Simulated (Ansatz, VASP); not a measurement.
## LiF: VASP beside Ansatz

The input INCAR:

```
PREC = Accurate ; ENCUT = 520
EDIFF = 1E-6 ; ISMEAR = 0
SIGMA = 0.05 ; LREAL = F
LASPH = T ; NELM = 100
ALGO = Normal ; ISIF = 2
LWAVE = F ; LCHARG = F
NBANDS = 18
```

The input KPOINTS:

```
Automatic mesh
0
Gamma
  9 9 6
```

The input POSCAR:

```
LiF
1.0
    3.0464146835      0.0000000000      0.0000000000
   -1.5232073417      2.6382725064      0.0000000000
    0.0000000000      0.0000000000      4.6092254161
Li F
2 2
Direct
    0.3333333333      0.6666666667      0.3746202181
    0.6666666667      0.3333333333      0.8746202181
    0.3333333333      0.6666666667      0.9910195924
    0.6666666667      0.3333333333      0.4910195924
```

Input for Ansatz:

```yaml
crystal:
  lattice:
    - [3.0464146835, 0.0, 0.0]
    - [-1.5232073417, 2.6382725064, 0.0]
    - [0.0, 0.0, 4.6092254161]
  atoms:
    - { symbol: Li, position: [0.3333333333, 0.6666666667, 0.3746202181] }
    - { symbol: Li, position: [0.6666666667, 0.3333333333, 0.8746202181] }
    - { symbol: F, position: [0.3333333333, 0.6666666667, 0.9910195924] }
    - { symbol: F, position: [0.6666666667, 0.3333333333, 0.4910195924] }
basis:
  ecutwfc: 520.0
kpoints:
  mp_grid: { grid: [9, 9, 6] }
hamiltonian:
  xc: lda
scf:
  occupations: { method: gaussian, width: 0.05 }
output:
  forces: true
  stress: true
  eigenvalues: true
```

Alike in both runs: task single point; functional LDA; k mesh 9 × 9 × 6; occupations gaussian, width 0.05 eV; no spin polarisation.

|  | VASP | Ansatz |
| --- | --- | --- |
| version | VASP 6.6.1 | Ansatz 0.2.0 |
| potentials or method | VASP PAW LDA potentials, release 64 (Li_sv, F), cutoff 520 eV | scalar-relativistic, plane waves, PAW |
| valence electrons in the cell | 20 | 20 |

```tsv
	VASP	Ansatz	Ansatz less VASP
gap on the k mesh at the Fermi level (eV)	7.85	7.86	+0.015
least direct gap on the mesh (eV)	7.85	7.86	+0.015
rms of the force components (eV/Å)	0.160	0.156	-0.0034
```

LDA's correlation is that of Perdew and Zunger in VASP and of Perdew and Wang (1992) in Ansatz. Atom by atom the forces differ by 0.003 eV/Å (rms over components).

Noted on VASP's run: the cutoff is short for stress, so the pressure is rough.
